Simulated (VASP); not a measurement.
Runs of VASP 6.6.1 on Ti4H. The structure is that of space group Im-3m (No. 229), or close to it. The cells are those of the table. The cell was built from a structure type or drawn by symmetry, and may not be a known phase.

```csv
task,cell,k mesh,cutoff (eV),gap on the mesh (eV),pressure (GPa),relaxed volume (Å³/atom)
relaxation of cell and atoms,"relaxed from a = 4.586 Å, angles 109.5°, 5 atoms",10 × 10 × 10,600,none,0.0,14.81
single point,"a = 4.586 Å, angles 109.5°, 5 atoms",6 × 6 × 6,520,none,0.0,-
relaxation of cell and atoms,"relaxed from a = 4.350 Å, angles 109.5°, 5 atoms",6 × 6 × 6,600,none,0.1,14.84
single point,"a = 4.586 Å, angles 109.5°, 5 atoms",10 × 10 × 10,520,none,(a),-
```

Alike in all rows: level PBE; potentials or basis VASP PAW PBE potentials, release 64 (Ti_sv, H); no spin polarisation; smearing gaussian 0.1 eV.

Problem. Fill in the values left out.

Solution. (a) -0.2.

Caveats: the volume moved by over 15 % at a fixed basis, so the end points are rough (at least some runs).

A gap of «none» marks levels without a gap at the run's occupations.
